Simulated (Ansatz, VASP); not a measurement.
**Two plane-wave programs on SnO2**

Contents of POSCAR:

```
SnO2
1.0
    4.7598181028      0.1784931789      0.0000000000
    0.1785021607      4.7600576175      0.0000000000
    0.0000000000      0.0000000000      3.2007107555
Sn O
2 4
Direct
    0.5000000000      0.5000000000      0.5000000000
    0.0000000000      0.0000000000      0.0000000000
    0.3058623572      0.3059582262      0.0000000000
    0.8058623572      0.1940417738      0.5000000000
    0.1941376428      0.8059582262      0.5000000000
    0.6941376428      0.6940417738      0.0000000000
```

Contents of INCAR.step1:

```
SYSTEM = SnO2
PREC = Accurate ; ENCUT = 520
ISMEAR = 0 ; SIGMA = 0.05
LREAL = .False. ; LASPH = .True.
NELM = 60 ; NBANDS = 35
GGA = PE ; ALGO = Normal
EDIFF = 1E-4 ; LWAVE = .True.
LCHARG = .False.
```

File INCAR.step2:

```
SYSTEM = SnO2
PREC = Accurate ; ENCUT = 520
EDIFF = 1E-6 ; ISMEAR = 0
SIGMA = 0.05 ; LREAL = .False.
LASPH = .True. ; NELM = 60
ALGO = Normal ; ISIF = 2
LWAVE = .False. ; LCHARG = .True.
METAGGA = R2SCAN ; LMIXTAU = .True.
LELF = .True. ; LVHAR = .True.
NBANDS = 35 ; ISTART = 1
```

Contents of KPOINTS:

```
regular mesh
0
Gamma
  6 6 8
  0 0 0
```

Input for Ansatz:

```yaml
crystal:
  lattice:
    - [4.7598181028, 0.1784931789, 0.0]
    - [0.1785021607, 4.7600576175, 0.0]
    - [0.0, 0.0, 3.2007107555]
  atoms:
    - { symbol: Sn, position: [0.5, 0.5, 0.5] }
    - { symbol: Sn, position: [0.0, 0.0, 0.0] }
    - { symbol: O, position: [0.3058623572, 0.3059582262, 0.0] }
    - { symbol: O, position: [0.8058623572, 0.1940417738, 0.5] }
    - { symbol: O, position: [0.1941376428, 0.8059582262, 0.5] }
    - { symbol: O, position: [0.6941376428, 0.6940417738, 0.0] }
basis:
  ecutwfc: 500
kpoints:
  mp_grid: { grid: [6, 6, 8] }
hamiltonian:
  xc: r2scan
scf:
  occupations: { method: gaussian, width: 0.05 }
output:
  forces: true
  stress: true
  eigenvalues: true
```

Change from the starting cell: strain +0.0750 x Voigt [0, 0, 0, 0, 0, 1], atoms carried along.

Alike in both runs: task single point; functional r2SCAN; k mesh 6 × 6 × 8; occupations gaussian, width 0.05 eV; no spin polarisation.

```csv
,VASP,Ansatz
version,VASP 6.6.1,Ansatz 0.2.0
potentials or method,"VASP PAW PBE potentials, release 64 (Sn_d, O), cutoff 520 eV","scalar-relativistic, plane waves, PAW"
valence electrons in the cell,52,52
```

Ansatz gave:

| Property | Result |
| --- | --- |
| gap on the k mesh at the Fermi level (eV) | 1.76 |
| least direct gap on the mesh (eV) | 1.76 |
| pressure (GPa) | 1.5 |
| traceless stress, the component that is largest in VASP (GPa) | -15.71 |
| rms of the force components (eV/Å) | 0.130 |

Task: Estimate VASP's values.

Result: gap on the k mesh at the Fermi level (eV): 1.78; least direct gap on the mesh (eV): 1.78; pressure (GPa): 2.6; traceless stress, the component that is largest in VASP (GPa): -15.95; rms of the force components (eV/Å): 0.130.

VASP's potentials were made for PBE, not for r2SCAN. Atom by atom the forces differ by 0.013 eV/Å (rms over components).
